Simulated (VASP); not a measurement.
Here is a VASP 6.6.1 calculation.

File INCAR:

```
SYSTEM = Se
ALGO     = Normal         ! electronic algorithm
EDIFF    = 1E-8           ! SCF threshold, eV
ENCUT    = 520            ! plane-wave cutoff, eV
GGA      = PS             ! functional
ISIF     = 2              ! what is computed and relaxed
ISMEAR   = -1             ! smearing method
LASPH    = .True.         ! aspherical terms in the spheres
LCHARG   = .False.        ! write CHGCAR
LEFG     = .True.       
LREAL    = .False.        ! projectors in reciprocal space
LWAVE    = .False.        ! write WAVECAR
NBANDS   = 27             ! bands
NELM     = 80             ! most SCF steps
PREC     = Accurate       ! precision mode
SIGMA    = 0.01           ! smearing width, eV
```

Contents of KPOINTS:

```
k-points
0
Gamma
  6 6 6
  0 0 0
```

POSCAR

```
Se
1.0
    5.6619997204      3.2689570627      1.4713924046
   -5.6619997204      3.2689570627      1.4713924046
    0.0000000000     -6.5379141255      1.4713924046
Se
6
Direct
    0.2806600000      0.1625100000      0.9181800000
    0.9181800000      0.2806600000      0.1625100000
    0.1625100000      0.9181800000      0.2806600000
    0.7193400000      0.8374900000      0.0818200000
    0.0818200000      0.7193400000      0.8374900000
    0.8374900000      0.0818200000      0.7193400000
```

Potentials or basis: VASP PAW PBE potentials, release 64 (Se).

Launch:

```console
$ cat potpaw_PBE.64/Se/POTCAR > POTCAR
$ mpirun -np 1 vasp_std > vasp.out
```

Problem. What does it give for the pressure?

Solution. 0.9 GPa.

Problem. Predict the band gap on the k mesh.

Solution. 1.14 eV (least direct gap 1.39 eV).

Electric field gradients, principal values (V/Å²):
```csv
atom,least,middle,greatest (by size)
1 Se,192.668,347.287,-539.955
2 Se,192.668,347.287,-539.955
3 Se,192.668,347.287,-539.955
4 Se,192.668,347.287,-539.955
5 Se,192.668,347.287,-539.955
6 Se,192.668,347.287,-539.955
```

Caveat: this functional lacks dispersion, which holds the molecules together, so the pressure and a relaxed volume are unreliable; without QUAD_EFG the Cq values of the log hold for a quadrupole moment of 1 mb, not for the nuclei; the PAW data sets were made with another functional, which shifts forces and pressure a little. A k mesh can miss the band edges.
